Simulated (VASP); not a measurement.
Write the native input for VASP 6.6.1 that does the following.

* Task: relaxation of cell and atoms
* Functional: PBE
* Potentials or basis: VASP PAW PBE potentials, release 64 (Mg, C)
* Cutoff: 600 eV
* k mesh: 9 × 9 × 4
* Occupations: gaussian, width 0.1 eV
* Spin: no spin polarisation
* Dipole correction: no
* Further INCAR settings: ALGO = Fast; EDIFF = 1e-06; IBRION = 2; EDIFFG = -0.04; NSW = 90; ISIF = 3

The structure of MgC2 lies in POSCAR:

```
MgC2
1.0
    2.6499750262      0.0000000000      0.0000000000
   -1.3249875131      2.2949456921      0.0000000000
    0.0000000000      0.0000000000      4.1333256255
Mg C
1 2
Direct
    0.0000000000      0.0000000000      0.0000000000
    0.6666666667      0.3333333333      0.5599605786
    0.3333333333      0.6666666667      0.4400394214
```

The cell was built from a structure type or drawn by symmetry, and may not be a known phase.

These files were run (other wordings do the same):

INCAR

```
PREC = Accurate
ENCUT = 600
EDIFF = 1E-6
ISMEAR = 0
SIGMA = 0.1
LREAL = False
LASPH = True
NELM = 100
ALGO = Fast
ISIF = 3
LWAVE = False
LCHARG = False
GGA = PE
IBRION = 2
NSW = 90
EDIFFG = -0.04
```

KPOINTS

```
Automatic mesh
0
Gamma
  9 9 4
```

Potentials or basis: VASP PAW PBE potentials, release 64 (Mg, C).

The run is started by

```console
$ cat potpaw_PBE.64/Mg/POTCAR potpaw_PBE.64/C/POTCAR > POTCAR
$ mpirun -np 1 vasp_std > vasp.out
```

It gave:

```
Relaxed volume                        : 8.31 Å³/atom
Relaxed cell                          : a = 2.655 Å, b = 2.655 Å, c = 4.084 Å, α = 90.00°, β = 90.00°, γ = 120.00°
Space group after relaxing (to 0.1 Å) : P-3m1 (No. 164)
Energy gained by relaxing             : 0.8 meV/atom
Ionic steps                           : 4
Pressure after relaxing               : 0.2 GPa
Largest force after relaxing          : 0.030 eV/Å
Band gap on the k mesh                : 0.29 eV (least direct gap 0.72 eV)
```

Caveat: an odd mesh through Γ misses points on the zone boundary, where band edges can lie.

Wall time 15 s on 1 thread of Intel(R) Xeon(R) 6975P-C (Granite Rapids), on a shared host, peak memory 0.16 GiB.
